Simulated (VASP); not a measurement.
The system is MnAs.

```
As Mn
1.0
     3.71000    0.00000    0.00000
    -1.85500    3.21295    0.00000
     0.00000    0.00000    5.69100
As Mn
2 2
Cartesian
  1.8550 1.0710 4.2683
  0.0000 2.1420 1.4227
  0.0000 0.0000 2.8455
  0.0000 0.0000 0.0000
```

- Program: VASP 6.6.1
- Task: relaxation of cell and atoms
- Functional: BLYP
- Dispersion: D3(BJ)
- Potentials or basis: VASP PAW PBE potentials, release 64 (As, Mn_pv)
- Cutoff: 600 eV
- k mesh: 8 × 8 × 5
- Occupations: fermi-dirac, width 0.05 eV
- Spin: collinear spin, ferromagnetic start
- Starting moments: [0.0, 0.0, 4.0, 4.0] μB

At the start: pressure -6.6 GPa; volume 16.96 Å³/atom.

Problem. How do energy, volume and symmetry change on relaxing?

Solution. Over 6 steps the energy falls by 41.2 meV/atom and the volume is 15.34 Å³/atom (-9.5 %); space group P6_3/mmc (No. 194, to 0.1 Å) before and after; moment 5.19 μB per cell.

The path:
| step | energy change (eV) | largest force (eV/Å) | pressure (GPa) | volume (Å³) |
| --- | --- | --- | --- | --- |
| 1 | 0.0000 | 0.0000 | -6.59 | 67.84 |
| 2 | -0.1646 | 0.0000 | 0.29 | 61.21 |
| 3 | -0.1647 | 0.0000 | 0.00 | 61.36 |
| 4 | -0.1647 | 0.0000 | -0.04 | 61.38 |
| 5 | -0.1648 | 0.0000 | -0.11 | 61.41 |
| 6 | -0.1648 | 0.0000 | -0.04 | 61.38 |

Final structure:
```cif
data_structure
_symmetry_space_group_name_H-M 'P 1'
_symmetry_Int_Tables_number 1
_cell_length_a 3.6075
_cell_length_b 3.6075
_cell_length_c 5.4456
_cell_angle_alpha 90.000
_cell_angle_beta 90.000
_cell_angle_gamma 120.000
_cell_volume 61.38
loop_
_atom_site_label
_atom_site_type_symbol
_atom_site_fract_x
_atom_site_fract_y
_atom_site_fract_z
_atom_site_occupancy
As1 As 0.66667 0.33333 0.75000 1
As2 As 0.33333 0.66667 0.25000 1
Mn1 Mn 0.00000 0.00000 0.50000 1
Mn2 Mn 0.00000 0.00000 0.00000 1
```

Caveat: the PAW data sets were made with another functional, which shifts forces and pressure a little; only a ferromagnetic start was run, and an antiferromagnetic order may lie lower in energy.
